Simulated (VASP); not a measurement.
# InSe in VASP: single point with PBE+D3(BJ)

Aim: the single point of InSe with PBE+D3(BJ).

The COD entry that gives the cell may itself be a prediction, so a difference from it is no test against experiment.

Program: VASP 6.6.1. These are calculated values, not measurements. Logs are shortened: lines on timing, memory, paths and dates and some standing lists are left out, and cuts for length are marked.

### 1 The cell of the first run

The cell holds a slab with vacuum, 8 atoms: a = 4.027 Å, b = 4.027 Å, c = 28.271 Å, α = 90.00°, β = 90.00°, γ = 120.00°.

### 2 Single point, PBE+D3(BJ)

INCAR reads:

```
SYSTEM = InSe
  PREC = Accurate
  ENCUT = 520
  EDIFF = 1E-7
  ISMEAR = 0
  SIGMA = 0.05
  LREAL = .False.
  LASPH = .True.
  NELM = 80
  ALGO = Normal
  ISIF = 2
  LWAVE = .False.
  LCHARG = .False.
  LDIPOL = .True.
  IDIPOL = 3
  DIPOL = 0.5 0.5 0.408
  GGA = PE
  IVDW = 12
  NBANDS = 48
```

KPOINTS reads:

```
Automatic mesh
0
Gamma
  9 9 1
  0 0 0
```

POSCAR reads:

```
InSe
1.0
    4.0266103640      0.0000000000      0.0000000000
   -2.0133051820      3.4871468663      0.0000000000
    0.0000000000      0.0000000000     28.2707108021
Se In
4 4
Direct
    0.0000000000      0.0000000000      0.1591753399
    0.0000000000      0.0000000000      0.3496677346
    0.0000000000      0.4444444444      0.4667500401
    0.0000000000      0.4444444444      0.6572424348
    0.6666666667      0.3333333333      0.2049979895
    0.6666666667      0.3333333333      0.3038451603
    0.6666666667      0.7777777778      0.5125726897
    0.6666666667      0.7777777778      0.6114198605
```

Potentials or basis: VASP PAW PBE potentials, release 64 (Se, In_d).

On the command line:

```console
$ cat potpaw_PBE.64/Se/POTCAR potpaw_PBE.64/In_d/POTCAR > POTCAR
$ mpirun -np 1 vasp_std > vasp.out
```

OUTCAR:

```text
SYSTEM = InSe
   PREC = Accurate
   ENCUT = 520
   EDIFF = 1E-7
   ISMEAR = 0
   LREAL = .False.
   LASPH = .True.
   NELM = 80
   ISIF = 2
   GGA = PE
   IVDW = 12
 IVDW          = 12

 ion  position               nearest neighbor table
   1  0.000  0.000  0.159-   5 2.66   5 2.66   5 2.66
   2  0.000  0.000  0.350-   6 2.66   6 2.66   6 2.66
   3  0.000  0.444  0.467-   7 2.66   7 2.66   7 2.66
   4  0.000  0.444  0.657-   8 2.66   8 2.66   8 2.66
   5  0.667  0.333  0.205-   1 2.66   1 2.66   1 2.66   6 2.79
   6  0.667  0.333  0.304-   2 2.66   2 2.66   2 2.66   5 2.79
   7  0.667  0.778  0.513-   3 2.66   3 2.66   3 2.66   8 2.79
   8  0.667  0.778  0.611-   4 2.66   4 2.66   4 2.66   7 2.79

  LATTYP: Found a hexagonal cell.
 ALAT       =     4.0266103640
 C/A-ratio  =     7.0209700583

  Lattice vectors:

 A1 = (   4.0266103640,   0.0000000000,   0.0000000000)
 A2 = (  -2.0133051820,   3.4871468663,   0.0000000000)
 A3 = (   0.0000000000,   0.0000000000,  28.2707108021)

Analysis of symmetry for initial positions (statically):
=====================================================================
 Subroutine PRICEL returns:
 Original cell was already a primitive cell.

 Routine SETGRP: Setting up the symmetry group for a
 hexagonal supercell.

 Subroutine GETGRP returns: Found  2 space group operations
 (whereof  1 operations were pure point group operations)
 out of a pool of 24 trial point group operations.

The static configuration has the point symmetry C_1 .
 The point group associated with its full space group is C_2 .

Analysis of symmetry for dynamics (positions and initial velocities):
=====================================================================
 Subroutine PRICEL returns:
 Original cell was already a primitive cell.

 Routine SETGRP: Setting up the symmetry group for a
 hexagonal supercell.

 Subroutine GETGRP returns: Found  2 space group operations
 (whereof  1 operations were pure point group operations)
 out of a pool of 24 trial point group operations.

The dynamic configuration has the point symmetry C_1 .
 The point group associated with its full space group is C_2 .

 Subroutine INISYM returns: Found  2 space group operations
 (whereof  1 operations are pure point group operations),
 and found     1 'primitive' translations

----------------------------------------------------------------------------------------

                                     Primitive cell

  volume of cell :     396.9598

  direct lattice vectors                    reciprocal lattice vectors
     4.026610364  0.000000000  0.000000000     0.248347843  0.143383694  0.000000000
    -2.013305182  3.487146866  0.000000000     0.000000000  0.286767388  0.000000000
     0.000000000  0.000000000 28.270710802     0.000000000  0.000000000  0.035372298

  length of vectors
     4.026610364  4.026610364 28.270710802     0.286767388  0.286767388  0.035372298

  position of ions in fractional coordinates (direct lattice)
     0.000000000  0.000000000  0.159175340
     0.000000000  0.000000000  0.349667735
     0.000000000  0.444444444  0.466750040
     0.000000000  0.444444444  0.657242435
     0.666666667  0.333333333  0.204997990
     0.666666667  0.333333333  0.303845160
     0.666666667  0.777777778  0.512572690
     0.666666667  0.777777778  0.611419860

  ion indices of the primitive-cell ions
   primitive index   ion index
                 1           1
                 2           2
                 3           3
                 4           4
                 5           5
                 6           6
                 7           7
                 8           8

----------------------------------------------------------------------------------------

 KPOINTS: Automatic mesh

Automatic generation of k-mesh.
 Grid dimensions read from file:
 generate k-points for:    9    9    1

 Generating k-lattice:

  Cartesian coordinates                     Fractional coordinates (reciprocal lattice)
     0.027594205  0.015931522  0.000000000     0.111111111  0.000000000  0.000000000
     0.000000000  0.031863043  0.000000000     0.000000000  0.111111111  0.000000000
     0.000000000  0.000000000  0.035372298     0.000000000  0.000000000  1.000000000

  Length of vectors
     0.031863043  0.031863043  0.035372298

  Shift w.r.t. Gamma in fractional coordinates (k-lattice)
     0.000000000  0.000000000  0.000000000

 Subroutine IBZKPT returns following result:
 ===========================================

 Found     25 irreducible k-points:

 Following reciprocal coordinates:
            Coordinates               Weight
  0.000000  0.000000  0.000000      1.000000
  0.111111 -0.000000  0.000000      2.000000
  0.000000  0.111111  0.000000      4.000000
  0.222222  0.000000  0.000000      2.000000
  0.000000  0.222222  0.000000      4.000000
  0.333333 -0.000000  0.000000      2.000000
[... 16 lines left out ...]
 -0.222222 -0.444444  0.000000      4.000000
  0.444444  0.333333  0.000000      4.000000
   k-points           NKPTS =     25   k-points in BZ     NKDIM =     25   number of bands    NBANDS=     48
   number of dos      NEDOS =    301   number of ions     NIONS =      8
   total plane-waves  NPLWV = 189000
   dimension x,y,z NGX =    30 NGY =   30 NGZ =  210
   dimension x,y,z NGXF=    60 NGYF=   60 NGZF=  420
   ions per type =               4   4
   NGX,Y,Z   is equivalent  to a cutoff of  12.39, 12.39, 12.35 a.u.
   NGXF,Y,Z  is equivalent  to a cutoff of  24.77, 24.77, 24.70 a.u.
 SYSTEM =  InSe
   PREC   = accura    normal or accurate (medium, high low for compatibility)
   ISTART =      0    job   : 0-new  1-cont  2-samecut
   ICHARG =      2    charge: 1-file 2-atom 10-const
   ISPIN  =      1    spin polarized calculation?
   LNONCOLLINEAR =      F non collinear calculations
   LSORBIT =      F    spin-orbit coupling
   LASPH  =      T    aspherical Exc in radial PAW
   ENCUT  =  520.0 eV  38.22 Ry    6.18 a.u.   7.49  7.49 52.56*2*pi/ulx,y,z
   NELM   =     80;   NELMIN=  2; NELMDL= -5     # of ELM steps
   EDIFF  = 0.1E-06   stopping-criterion for ELM
   LREAL  =      F    real-space projection
   EDIFFG = 0.1E-05   stopping-criterion for IOM
   NSW    =      0    number of steps for IOM
   IBRION =     -1    ionic relax: 0-MD 1-quasi-New 2-CG
   NFREE  =      0    steps in history (QN), initial steepest desc. (CG)
   ISIF   =      2    stress and relaxation
   ISYM   =      2    0-nonsym 1-usesym 2-fastsym
   POTIM  = 0.5000    time-step for ionic-motion
   TEBEG  =    0.0;   TEEND  =   0.0 temperature during run
   PSTRESS=    0.0 pullay stress
   NELECT =      76.0000    total number of electrons
   NUPDOWN=      -1.0000    fix difference up-down
   EMIN   =  10.00;   EMAX   =-10.00  energy-range for DOS
   EFERMI =   0.00;   METHOD = LEGACY
   ISMEAR =     0;   SIGMA  =   0.05  broadening in eV -4-tet -1-fermi 0-gaus
   EFERMI_NEDOS =   21; number of points for ismear=-14 and -15
   IALGO  =     38    algorithm
   IMIX   =      4    mixing-type and parameters
     AMIX     =   0.40;   BMIX     =  1.00
     AMIX_MAG =   1.60;   BMIX_MAG =  1.00
  volume/ion in A,a.u.               =      49.62       334.85
  Fermi-wavevector in a.u.,A,eV,Ry     =   0.943548  1.783047 12.113024  0.890282
  Thomas-Fermi vector in A             =   2.071266
   LORBIT       =      0    0 simple, 1 ext, 2 COOP (PROOUT), +10 PAW based schemes
   GGA     = PE    functional components
   LHFCALC =     F    Hartree Fock is set to
   AEXX    =    0.0000 exact exchange contribution
   IVDW    =    12    specifies the selected vdW correction
   LEPSILON=     F    determine dielectric tensor
   LRPA    =     F    only Hartree local field effects (RPA)
 non-spin polarized calculation
 Gauss-broadening in eV      SIGMA  =   0.05
  energy-cutoff  :      520.00
  volume of cell :      396.96
 maximum number of plane-waves:     10749
 NGX is ok and might be reduce to    30
   NGX = 15   NGY = 15   NGZ =105

 number of electron      75.9999998 magnetization

 dipolmoment           0.000000      0.000000     -0.000026 electrons x Angstroem

 Free energy of the ion-electron system (eV)
  ---------------------------------------------------
  ext. energy  EPLUGINS =         0.00000000
  ---------------------------------------------------
  free energy    TOTEN  =       -28.38437187 eV

  energy without entropy =      -28.38437187  energy(sigma->0) =      -28.38437187

 E-fermi :   0.0321     XC(G=0):  -5.6590

 val. band max:       -0.2065473497   @ k =   0.1111  -0.0000   0.0000
 cond. band min:       0.9313884061   @ k =   0.0000   0.0000   0.0000
 fundamental gap:      1.1379357559
 Fermi energy:         0.0320677860

 k-point     1 :       0.0000    0.0000    0.0000
  band No.  band energies     occupation
      1     -14.5180      2.00000
      2     -14.5178      2.00000
      3     -14.3349      2.00000
      4     -14.3347      2.00000
      5     -14.3342      2.00000
      6     -14.3341      2.00000
[... 40 lines left out ...]
     47       5.0406      0.00000
     48       5.1956      0.00000

 k-point     2 :       0.1111   -0.0000    0.0000
  band No.  band energies     occupation
      1     -14.5175      2.00000
      2     -14.5172      2.00000
      3     -14.3757      2.00000
      4     -14.3735      2.00000
      5     -14.3325      2.00000
      6     -14.3324      2.00000
[... 40 lines left out ...]
     47       5.1091      0.00000
     48       5.1638      0.00000

 k-point     3 :       0.0000    0.1111    0.0000
  band No.  band energies     occupation
      1     -14.5174      2.00000
      2     -14.5172      2.00000
      3     -14.3752      2.00000
      4     -14.3733      2.00000
      5     -14.3329      2.00000
      6     -14.3327      2.00000
[... 40 lines left out ...]
     47       5.1014      0.00000
     48       5.1935      0.00000

 k-point     4 :       0.2222    0.0000    0.0000
  band No.  band energies     occupation
      1     -14.5312      2.00000
      2     -14.5290      2.00000
      3     -14.4444      2.00000
      4     -14.4410      2.00000
      5     -14.3910      2.00000
      6     -14.3867      2.00000
[... 958 lines left out ...]
     47       5.2874      0.00000
     48       5.3105      0.00000

 k-point    23 :      -0.2222   -0.4444    0.0000
  band No.  band energies     occupation
      1     -14.6240      2.00000
      2     -14.6220      2.00000
      3     -14.5252      2.00000
      4     -14.5235      2.00000
      5     -14.4610      2.00000
      6     -14.4608      2.00000
[... 40 lines left out ...]
     47       5.2900      0.00000
     48       5.3298      0.00000

 k-point    24 :       0.4444    0.3333    0.0000
  band No.  band energies     occupation
      1     -14.6249      2.00000
      2     -14.6214      2.00000
      3     -14.5259      2.00000
      4     -14.5229      2.00000
      5     -14.4611      2.00000
      6     -14.4608      2.00000
[... 40 lines left out ...]
     47       5.2530      0.00000
     48       5.3480      0.00000

 [... further k-points ...]

------------------------ aborting loop because EDIFF is reached ----------------------------------------

 vacuum level on the upper side and lower side of the slab       (xc-potential included)        -0.083        -0.082

 Edisp (eV)   -2.02400

 E8    (eV) :    -0.9491

  FORCE on cell =-STRESS in cart. coord.  units (eV):
  Direction    XX          YY          ZZ          XY          YZ          ZX
  --------------------------------------------------------------------------------------
  -------------------------------------------------------------------------------------
  Total      -0.07257     0.02781    -0.27244    -0.08693     0.08670    -0.05006
  in kB      -0.29291     0.11225    -1.09959    -0.35088     0.34994    -0.20204
  external pressure =       -0.43 kB  Pullay stress =        0.00 kB

 VOLUME and BASIS-vectors are now :
 -----------------------------------------------------------------------------
  energy-cutoff  :      520.00
  volume of cell :      396.96
      direct lattice vectors                 reciprocal lattice vectors
     4.026610364  0.000000000  0.000000000     0.248347843  0.143383694  0.000000000
    -2.013305182  3.487146866  0.000000000     0.000000000  0.286767388  0.000000000
     0.000000000  0.000000000 28.270710802     0.000000000  0.000000000  0.035372298

 POSITION                                       TOTAL-FORCE (eV/Angst)
 -----------------------------------------------------------------------------------
      0.00000      0.00000      4.50000        -0.000451     -0.000970     -0.011216
      0.00000      0.00000      9.88536         0.006482     -0.025991      0.037205
     -0.89480      1.54984     13.19536        -0.019268      0.018609     -0.037205
     -0.89480      1.54984     18.58071        -0.001065      0.000094      0.011216
      2.01331      1.16238      5.79544        -0.000641     -0.002255      0.013110
      2.01331      1.16238      8.58992         0.007544      0.006814      0.015825
      1.11850      2.71223     14.49079         0.009673      0.003126     -0.015825
      1.11850      2.71223     17.28527        -0.002273      0.000572     -0.013110
 -----------------------------------------------------------------------------------
    total drift:                                0.000199      0.000304     -0.003165

  FREE ENERGIE OF THE ION-ELECTRON SYSTEM (eV)
  ---------------------------------------------------
  free  energy   TOTEN  =       -30.4083748404 eV

  energy  without entropy=      -30.4083748404  energy(sigma->0) =      -30.40837484

 vacuum level on the upper side and lower side of the slab         5.430         5.431
```

Wall time 16 min (1 thread of Intel Xeon Platinum 8259CL at 2.50GHz (Skylake/Cascade Lake), shared host); peak memory 0.66 GiB.

Results:

```yaml
Free_energy: -30.4084 eV
Largest_force: 0.046 eV/Å
Band_gap_on_the_k_mesh: 1.14 eV, indirect (least direct gap 1.19 eV)
Dispersion_energy_per_atom: -0.253 eV
```

Forces in eV/Å, atoms in the order of the input:
```
Se   0.000 -0.001 -0.011
Se   0.006 -0.026  0.037
Se  -0.019  0.019 -0.037
Se  -0.001  0.000  0.011
In  -0.001 -0.002  0.013
In   0.008  0.007  0.016
In   0.010  0.003 -0.016
In  -0.002  0.001 -0.013
```

Caveat: spin-orbit coupling is left out, which moves the levels of the heavy elements.
